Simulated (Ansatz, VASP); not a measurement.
# Ge: VASP beside Ansatz

The input INCAR:

```
  PREC = Accurate
  ENCUT = 520
  EDIFF = 1E-6
  ISMEAR = -1
  SIGMA = 0.1
  LREAL = False
  LASPH = True
  NELM = 100
  ALGO = Normal
  ISIF = 2
  LWAVE = False
  LCHARG = False
  NBANDS = 21
```

The input KPOINTS:

```
regular mesh
0
Gamma
  11 11 6
```

File POSCAR:

```
Ge
1.0
    1.4880530000     -2.5946900000      0.0000000000
    1.4880530000      2.5946900000      0.0000000000
    0.0000000000      0.0000000000      4.7275960000
Ge
2
Direct
    0.6665530000      0.3334470000      0.2500000000
    0.3334470000      0.6665530000      0.7500000000
```

Input for Ansatz:

```yaml
crystal:
  lattice:
    - [1.488053, -2.59469, 0.0]
    - [1.488053, 2.59469, 0.0]
    - [0.0, 0.0, 4.727596]
  atoms:
    - { symbol: Ge, position: [0.666553, 0.33344700000000005, 0.25] }
    - { symbol: Ge, position: [0.33344700000000005, 0.666553, 0.75] }
kpoints:
  mp_grid:
    grid: [11, 11, 6]
hamiltonian:
  xc: lda
  pseudopotentials:
    kind: all_electron
    lapw: {}
scf:
  occupations:
    method: fermi_dirac
    width: 0.1
output:
  forces: true
  stress: true
  eigenvalues: true
```

Alike in both runs: task single point; functional LDA; k mesh 11 × 11 × 6; occupations fermi-dirac, width 0.1 eV; no spin polarisation.

```csv
,VASP,Ansatz
version,VASP 6.6.1,Ansatz 0.2.0
potentials or method,"VASP PAW LDA potentials, release 64 (Ge_d), cutoff 520 eV",all-electron (LAPW or listed datasets)
```

Ansatz gave:

```
gap on the k mesh at the Fermi level (eV)                     : none
pressure (GPa)                                                : -1.1
traceless stress, the component that is largest in VASP (GPa) : 4.15
```

**Question.** Estimate VASP's values.

**Answer.** gap on the k mesh at the Fermi level (eV): none; pressure (GPa): -1.2; traceless stress, the component that is largest in VASP (GPa): 4.15.

LDA's correlation is that of Perdew and Zunger in VASP and of Perdew and Wang (1992) in Ansatz. A gap of «none» marks a metal or a gap that the smearing closes. Ansatz ran all-electron here, and VASP with PAW potentials.
